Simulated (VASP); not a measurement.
# ScFeC4N4 (P-43m) in VASP: single point with PBE

Aim: the single point of ScFeC4N4 with PBE.

All numbers are computed with VASP 6.6.1; they aren't measurements. Logs are shortened: lines on timing, memory, paths and dates and some standing lists are left out, and cuts for length are marked.

**1. The cell of the first run**

The structure is cubic, space group P-43m (No. 215). Conventional cell: a = 5.970 Å, b = 5.970 Å, c = 5.970 Å, α = 90.00°, β = 90.00°, γ = 90.00°. Within 2.8 Å of Sc (site symmetry -43m) lie 4 N at 2.08 Å. Within 2.5 Å of Fe (site symmetry -43m) lie 4 C at 1.91 Å. Within 1.6 Å of C (site symmetry 3m) lie 1 N at 1.18 Å. Within 1.6 Å of N (site symmetry 3m) lie 1 C at 1.18 Å.

**2. Single point, PBE, collinear spin, ferromagnetic start**

Contents of INCAR:

```
ALGO = Normal
EDIFF = 1E-6
ENCUT = 700
GGA = PE
GGA_COMPAT = False
ISIF = 2
ISMEAR = 0
ISPIN = 2
LASPH = True
LCHARG = False
LMAXMIX = 4
LORBIT = 11
LREAL = False
LWAVE = False
MAGMOM = 0 4 0 0 0 0 0 0 0 0
NBANDS = 46
NELM = 200
PREC = Accurate
SIGMA = 0.1
```

Contents of KPOINTS:

```
k-points
0
Gamma
  4 4 4
```

Contents of POSCAR:

```
ScFeC4N4
1.0
    5.9695733635      0.0000000000      0.0000000000
    0.0000000000      5.9695733635      0.0000000000
    0.0000000000      0.0000000000      5.9695733635
Sc Fe C N
1 1 4 4
Direct
    0.5000000000      0.5000000000      0.5000000000
    0.0000000000      0.0000000000      0.0000000000
    0.1843715950      0.1843715950      0.1843715950
    0.1843715950      0.8156284050      0.8156284050
    0.8156284050      0.1843715950      0.8156284050
    0.8156284050      0.8156284050      0.1843715950
    0.2989322878      0.2989322878      0.2989322878
    0.2989322878      0.7010677122      0.7010677122
    0.7010677122      0.2989322878      0.7010677122
    0.7010677122      0.7010677122      0.2989322878
```

Potentials or basis: VASP PAW PBE potentials, release 64 (Sc_sv, Fe_sv, C, N).

Run with:

```
> cat potpaw_PBE.64/Sc_sv/POTCAR potpaw_PBE.64/Fe_sv/POTCAR potpaw_PBE.64/C/POTCAR potpaw_PBE.64/N/POTCAR > POTCAR
> mpirun -np 1 vasp_std > vasp.out
```

OUTCAR:

```text
EDIFF = 1E-6
   ENCUT = 700
   GGA = PE
   ISIF = 2
   ISMEAR = 0
   ISPIN = 2
   LASPH = True
   LORBIT = 11
   LREAL = False
   NELM = 200
   PREC = Accurate

 ion  position               nearest neighbor table
   1  0.500  0.500  0.500-   7 2.08   8 2.08   9 2.08  10 2.08
   2  0.000  0.000  0.000-   3 1.91   4 1.91   5 1.91   6 1.91
   3  0.184  0.184  0.184-   7 1.18   2 1.91
   4  0.184  0.816  0.816-   8 1.18   2 1.91
   5  0.816  0.184  0.816-   9 1.18   2 1.91
   6  0.816  0.816  0.184-  10 1.18   2 1.91
   7  0.299  0.299  0.299-   3 1.18   1 2.08
   8  0.299  0.701  0.701-   4 1.18   1 2.08
   9  0.701  0.299  0.701-   5 1.18   1 2.08
  10  0.701  0.701  0.299-   6 1.18   1 2.08

  LATTYP: Found a simple cubic cell.
 ALAT       =     5.9695733635

  Lattice vectors:

 A1 = (   5.9695733635,   0.0000000000,   0.0000000000)
 A2 = (   0.0000000000,   5.9695733635,   0.0000000000)
 A3 = (   0.0000000000,   0.0000000000,   5.9695733635)

Analysis of symmetry for initial positions (statically):
=====================================================================
 Subroutine PRICEL returns:
 Original cell was already a primitive cell.

 Routine SETGRP: Setting up the symmetry group for a
 simple cubic supercell.

 Subroutine GETGRP returns: Found 24 space group operations
 (whereof 24 operations were pure point group operations)
 out of a pool of 48 trial point group operations.

The static configuration has the point symmetry T_d .

Analysis of symmetry for dynamics (positions and initial velocities):
=====================================================================
 Subroutine PRICEL returns:
 Original cell was already a primitive cell.

 Routine SETGRP: Setting up the symmetry group for a
 simple cubic supercell.

 Subroutine GETGRP returns: Found 24 space group operations
 (whereof 24 operations were pure point group operations)
 out of a pool of 48 trial point group operations.

The dynamic configuration has the point symmetry T_d .

Analysis of structural, dynamic, and magnetic symmetry:
=====================================================================
 Subroutine PRICEL returns:
 Original cell was already a primitive cell.

 Routine SETGRP: Setting up the symmetry group for a
 simple cubic supercell.

 Subroutine GETGRP returns: Found 24 space group operations
 (whereof 24 operations were pure point group operations)
 out of a pool of 48 trial point group operations.

The overall configuration has the point symmetry T_d .

 Subroutine INISYM returns: Found 24 space group operations
 (whereof 24 operations are pure point group operations),
 and found     1 'primitive' translations

----------------------------------------------------------------------------------------

                                     Primitive cell

  volume of cell :     212.7306

  direct lattice vectors                    reciprocal lattice vectors
     5.969573364  0.000000000  0.000000000     0.167516159  0.000000000  0.000000000
     0.000000000  5.969573364  0.000000000     0.000000000  0.167516159  0.000000000
     0.000000000  0.000000000  5.969573364     0.000000000  0.000000000  0.167516159

  length of vectors
     5.969573364  5.969573364  5.969573364     0.167516159  0.167516159  0.167516159

  position of ions in fractional coordinates (direct lattice)
     0.500000000  0.500000000  0.500000000
     0.000000000  0.000000000  0.000000000
     0.184371595  0.184371595  0.184371595
     0.184371595  0.815628405  0.815628405
     0.815628405  0.184371595  0.815628405
     0.815628405  0.815628405  0.184371595
     0.298932288  0.298932288  0.298932288
     0.298932288  0.701067712  0.701067712
     0.701067712  0.298932288  0.701067712
     0.701067712  0.701067712  0.298932288

  ion indices of the primitive-cell ions
   primitive index   ion index
                 1           1
                 2           2
                 3           3
                 4           4
                 5           5
                 6           6
                 7           7
                 8           8
                 9           9
                10          10

----------------------------------------------------------------------------------------

 KPOINTS: k-points

Automatic generation of k-mesh.
 Grid dimensions read from file:
 generate k-points for:    4    4    4

 Generating k-lattice:

  Cartesian coordinates                     Fractional coordinates (reciprocal lattice)
     0.041879040  0.000000000  0.000000000     0.250000000  0.000000000  0.000000000
     0.000000000  0.041879040  0.000000000     0.000000000  0.250000000  0.000000000
     0.000000000  0.000000000  0.041879040     0.000000000  0.000000000  0.250000000

  Length of vectors
     0.041879040  0.041879040  0.041879040

  Shift w.r.t. Gamma in fractional coordinates (k-lattice)
     0.000000000  0.000000000  0.000000000

 Subroutine IBZKPT returns following result:
 ===========================================

 Found     10 irreducible k-points:

 Following reciprocal coordinates:
            Coordinates               Weight
  0.000000  0.000000  0.000000      1.000000
  0.250000  0.000000  0.000000      6.000000
  0.500000  0.000000  0.000000      3.000000
  0.250000  0.250000  0.000000     12.000000
  0.500000  0.250000  0.000000     12.000000
  0.500000  0.500000  0.000000      3.000000
  0.250000  0.250000  0.250000      8.000000
  0.500000  0.250000  0.250000     12.000000
  0.500000  0.500000  0.250000      6.000000
  0.500000  0.500000  0.500000      1.000000
   k-points           NKPTS =     10   k-points in BZ     NKDIM =     10   number of bands    NBANDS=     46
   number of dos      NEDOS =    301   number of ions     NIONS =     10
   total plane-waves  NPLWV = 157464
   dimension x,y,z NGX =    54 NGY =   54 NGZ =   54
   dimension x,y,z NGXF=   108 NGYF=  108 NGZF=  108
   ions per type =               1   1   4   4
   NGX,Y,Z   is equivalent  to a cutoff of  15.04, 15.04, 15.04 a.u.
   NGXF,Y,Z  is equivalent  to a cutoff of  30.08, 30.08, 30.08 a.u.
 SYSTEM =  unknown system
   PREC   = accura    normal or accurate (medium, high low for compatibility)
   ISTART =      0    job   : 0-new  1-cont  2-samecut
   ICHARG =      2    charge: 1-file 2-atom 10-const
   ISPIN  =      2    spin polarized calculation?
   LNONCOLLINEAR =      F non collinear calculations
   LSORBIT =      F    spin-orbit coupling
   LASPH  =      T    aspherical Exc in radial PAW
   ENCUT  =  700.0 eV  51.45 Ry    7.17 a.u.  12.88 12.88 12.88*2*pi/ulx,y,z
   NELM   =    200;   NELMIN=  2; NELMDL= -5     # of ELM steps
   EDIFF  = 0.1E-05   stopping-criterion for ELM
   LREAL  =      F    real-space projection
   EDIFFG = 0.1E-04   stopping-criterion for IOM
   NSW    =      0    number of steps for IOM
   IBRION =     -1    ionic relax: 0-MD 1-quasi-New 2-CG
   NFREE  =      0    steps in history (QN), initial steepest desc. (CG)
   ISIF   =      2    stress and relaxation
   ISYM   =      2    0-nonsym 1-usesym 2-fastsym
   POTIM  = 0.5000    time-step for ionic-motion
   TEBEG  =    0.0;   TEEND  =   0.0 temperature during run
   PSTRESS=    0.0 pullay stress
   NELECT =      63.0000    total number of electrons
   NUPDOWN=      -1.0000    fix difference up-down
   EMIN   =  10.00;   EMAX   =-10.00  energy-range for DOS
   EFERMI =   0.00;   METHOD = LEGACY
   ISMEAR =     0;   SIGMA  =   0.10  broadening in eV -4-tet -1-fermi 0-gaus
   EFERMI_NEDOS =   21; number of points for ismear=-14 and -15
   IALGO  =     38    algorithm
   IMIX   =      4    mixing-type and parameters
     AMIX     =   0.40;   BMIX     =  1.00
     AMIX_MAG =   1.60;   BMIX_MAG =  1.00
  volume/ion in A,a.u.               =      21.27       143.56
  Fermi-wavevector in a.u.,A,eV,Ry     =   1.091219  2.062104 16.201244  1.190758
  Thomas-Fermi vector in A             =   2.227459
   LORBIT       =     11    0 simple, 1 ext, 2 COOP (PROOUT), +10 PAW based schemes
   GGA     = PE    functional components
   LHFCALC =     F    Hartree Fock is set to
   AEXX    =    0.0000 exact exchange contribution
   IVDW    =     0    specifies the selected vdW correction
   LEPSILON=     F    determine dielectric tensor
   LRPA    =     F    only Hartree local field effects (RPA)
 spin polarized calculation
 Gauss-broadening in eV      SIGMA  =   0.10
  energy-cutoff  :      700.00
  volume of cell :      212.73
 maximum number of plane-waves:      9008
 NGX is ok and might be reduce to    54
   NGX = 25   NGY = 25   NGZ = 25

 number of electron      63.0000027 magnetization       3.0010118

 Free energy of the ion-electron system (eV)
  ---------------------------------------------------
  ext. energy  EPLUGINS =         0.00000000
  ---------------------------------------------------
  free energy    TOTEN  =       -85.00489175 eV

  energy without entropy =      -85.00489174  energy(sigma->0) =      -85.00489175

 E-fermi :  -0.1431     XC(G=0):  -7.0741

 val. band max:       -0.5017377014   @ k =   0.5000   0.0000   0.0000
 cond. band min:       0.2123496888   @ k =   0.5000   0.0000   0.0000
 fundamental gap:      0.7140873902
 Fermi energy:        -0.1430874203

 spin component 1

 k-point     1 :       0.0000    0.0000    0.0000
  band No.  band energies     occupation
      1     -88.1876      1.00000
      2     -54.2340      1.00000
      3     -54.2340      1.00000
      4     -54.2340      1.00000
      5     -50.4608      1.00000
      6     -29.1182      1.00000
[... 35 lines left out ...]
     42       4.5273      0.00000
     43       4.6279      0.00000
[... 372 lines left out ...]
      2     -54.2340      1.00000
      3     -54.2340      1.00000
      4     -54.2340      1.00000
      5     -50.4608      1.00000
      6     -29.1182      1.00000
[... 35 lines left out ...]
     42       4.4818      0.00000
     43       4.4818      0.00000
 Fermi energy:        -0.1430874203

 spin component 2

 k-point     1 :       0.0000    0.0000    0.0000
  band No.  band energies     occupation
      1     -85.7277      1.00000
      2     -51.8286      1.00000
      3     -51.8284      1.00000
      4     -51.8283      1.00000
      5     -50.4449      1.00000
      6     -29.1008      1.00000
[... 35 lines left out ...]
     42       4.6322      0.00000
     43       5.0556      0.00000
[... 372 lines left out ...]
      2     -51.8286      1.00000
      3     -51.8285      1.00000
      4     -51.8284      1.00000
      5     -50.4449      1.00000
      6     -29.1009      1.00000
[... 35 lines left out ...]
     42       4.9923      0.00000
     43       4.9925      0.00000
 [bands above 43 left out]

------------------------ aborting loop because EDIFF is reached ----------------------------------------

  FORCE on cell =-STRESS in cart. coord.  units (eV):
  Direction    XX          YY          ZZ          XY          YZ          ZX
  --------------------------------------------------------------------------------------
  -------------------------------------------------------------------------------------
  Total        0.0150601      0.0150601      0.0150601      0.0000000      0.0000000      0.0000000
  in kB        0.1134252      0.1134252      0.1134252      0.0000000      0.0000000      0.0000000
  external PRESSURE =       0.1134252 kB  Pullay stress =       0.0000000 kB

 VOLUME and BASIS-vectors are now :
 -----------------------------------------------------------------------------
  energy-cutoff  :      700.00
  volume of cell :      212.73
      direct lattice vectors                 reciprocal lattice vectors
     5.969573364  0.000000000  0.000000000     0.167516159  0.000000000  0.000000000
     0.000000000  5.969573364  0.000000000     0.000000000  0.167516159  0.000000000
     0.000000000  0.000000000  5.969573364     0.000000000  0.000000000  0.167516159

 POSITION                                       TOTAL-FORCE (eV/Angst)
 -----------------------------------------------------------------------------------
      2.98479      2.98479      2.98479         0.000000      0.000000      0.000000
      0.00000      0.00000      0.00000         0.000000      0.000000      0.000000
      1.10062      1.10062      1.10062        -0.216476     -0.216476     -0.216476
      1.10062      4.86895      4.86895        -0.216476      0.216476      0.216476
      4.86895      1.10062      4.86895         0.216476     -0.216476      0.216476
      4.86895      4.86895      1.10062         0.216476      0.216476     -0.216476
      1.78450      1.78450      1.78450         0.134714      0.134714      0.134714
      1.78450      4.18508      4.18508         0.134714     -0.134714     -0.134714
      4.18508      1.78450      4.18508        -0.134714      0.134714     -0.134714
      4.18508      4.18508      1.78450        -0.134714     -0.134714      0.134714
 -----------------------------------------------------------------------------------
    total drift:                               -0.000000     -0.000000     -0.000000

  FREE ENERGIE OF THE ION-ELECTRON SYSTEM (eV)
  ---------------------------------------------------
  free  energy   TOTEN  =       -85.0048917535 eV

  energy  without entropy=      -85.0048917446  energy(sigma->0) =      -85.00489175

 total charge

# of ion       s       p       d       tot
------------------------------------------
    1        2.221   6.212   1.009   9.442
    2        2.179   6.072   5.489  13.740
    3        0.964   1.583   0.000   2.547
    4        0.964   1.583   0.000   2.547
    5        0.964   1.583   0.000   2.547
    6        0.964   1.583   0.000   2.547
    7        1.295   2.605   0.000   3.900
    8        1.295   2.605   0.000   3.900
    9        1.295   2.605   0.000   3.900
   10        1.295   2.605   0.000   3.900
--------------------------------------------------
tot         13.438  29.037   6.498  48.972

 magnetization (x)

# of ion       s       p       d       tot
------------------------------------------
    1        0.000   0.002   0.019   0.021
    2        0.009   0.040   1.980   2.029
    3        0.002  -0.008   0.000  -0.006
    4        0.002  -0.008   0.000  -0.006
    5        0.002  -0.008   0.000  -0.006
    6        0.002  -0.008   0.000  -0.006
    7        0.004   0.056   0.000   0.060
    8        0.004   0.056   0.000   0.060
    9        0.004   0.056   0.000   0.060
   10        0.004   0.056   0.000   0.060
--------------------------------------------------
tot          0.030   0.233   1.999   2.263
```

Run time: 8.5 min. Hardware: 1 thread of Intel Xeon Platinum 8488C (Sapphire Rapids), shared host; peak memory 0.65 GiB.

What came out:

* Free energy: -85.0049 eV
* Pressure: 0.0 GPa
* Largest force: 0.375 eV/Å
* Band gap on the k mesh: 0.71 eV
* Net moment: 3.00 μB per cell
* Site moments: Sc +0.02; Fe +2.03; C -0.01; N +0.06 μB
* Valence electrons inside the program's atomic spheres: Sc 9.44; Fe 13.74; C 2.55; N 3.90

Forces in eV/Å, atoms in the order of the input:
```
Sc   0.000  0.000  0.000
Fe   0.000  0.000  0.000
C   -0.216 -0.216 -0.216
C   -0.216  0.216  0.216
C    0.216 -0.216  0.216
C    0.216  0.216 -0.216
N    0.135  0.135  0.135
N    0.135 -0.135 -0.135
N   -0.135  0.135 -0.135
N   -0.135 -0.135  0.135
```

Caveat: a cell with one magnetic atom can't hold antiferromagnetic order, which such compounds often take. A k mesh can miss the band edges.
